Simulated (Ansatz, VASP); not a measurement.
## SiO2 in VASP and in Ansatz

INCAR

```
PREC = Accurate
ENCUT = 520
EDIFF = 1E-6
ISMEAR = 0
SIGMA = 0.05
LREAL = F
LASPH = T
NELM = 60
ALGO = Normal
ISIF = 2
LWAVE = F
LCHARG = T
GGA = CA
LELF = T
LVHAR = T
NBANDS = 25
```

File KPOINTS:

```
Automatic mesh
0
Gamma
  6 6 10
```

The input POSCAR:

```
SiO2
1.0
    4.1103506676      0.0000000000      0.0000000000
    0.0000000000      4.1103506676      0.0000000000
    0.0000000000      0.0000000000      2.6326159088
Si O
2 4
Direct
    0.5000000000      0.5000000000      0.5000000000
    0.0000000000      0.0000000000      0.0000000000
    0.6944252994      0.6944252994      0.0000000000
    0.1944252994      0.8055747006      0.5000000000
    0.3055747006      0.3055747006      0.0000000000
    0.8055747006      0.1944252994      0.5000000000
```

Input for Ansatz:

```yaml
crystal:
  lattice:
    - [4.1103506676, 0.0, 0.0]
    - [0.0, 4.1103506676, 0.0]
    - [0.0, 0.0, 2.6326159088]
  atoms:
    - { symbol: Si, position: [0.5, 0.5, 0.5] }
    - { symbol: Si, position: [0.0, 0.0, 0.0] }
    - { symbol: O, position: [0.6944252994, 0.6944252994, 0.0] }
    - { symbol: O, position: [0.1944252994, 0.8055747006, 0.5] }
    - { symbol: O, position: [0.3055747006, 0.3055747006, 0.0] }
    - { symbol: O, position: [0.8055747006, 0.1944252994, 0.5] }
basis:
  ecutwfc: 520.0
kpoints:
  mp_grid: { grid: [6, 6, 10] }
hamiltonian:
  xc: lda
  pseudopotentials: { kind: paw, azcp: { folder: soft_1 } }
scf:
  occupations: { method: gaussian, width: 0.05 }
output:
  forces: true
  stress: true
  eigenvalues: true
```

Alike in both runs: task single point; functional LDA; k mesh 6 × 6 × 10; occupations gaussian, width 0.05 eV; no spin polarisation.

|  | VASP | Ansatz |
| --- | --- | --- |
| version | VASP 6.6.1 | Ansatz 0.2.0 |
| potentials or method | VASP PAW LDA potentials, release 64 (Si, O), cutoff 520 eV | scalar-relativistic, plane waves, PAW |
| valence electrons in the cell | 32 | 32 |

Ansatz gave:

```
gap on the k mesh at the Fermi level (eV)                     : 6.42
least direct gap on the mesh (eV)                             : 6.42
pressure (GPa)                                                : 11.7
traceless stress, the component that is largest in VASP (GPa) : 1.54
rms of the force components (eV/Å)                            : 0.104
```

What did VASP give for the same quantities?

gap on the k mesh at the Fermi level (eV): 6.42; least direct gap on the mesh (eV): 6.42; pressure (GPa): 12.9; traceless stress, the component that is largest in VASP (GPa): 2.24; rms of the force components (eV/Å): 0.121.

Ansatz warns that its potentials were made for another functional, while VASP's fit it. LDA's correlation is that of Perdew and Zunger in VASP and of Perdew and Wang (1992) in Ansatz. Atom by atom the forces differ by 0.017 eV/Å (rms over components).
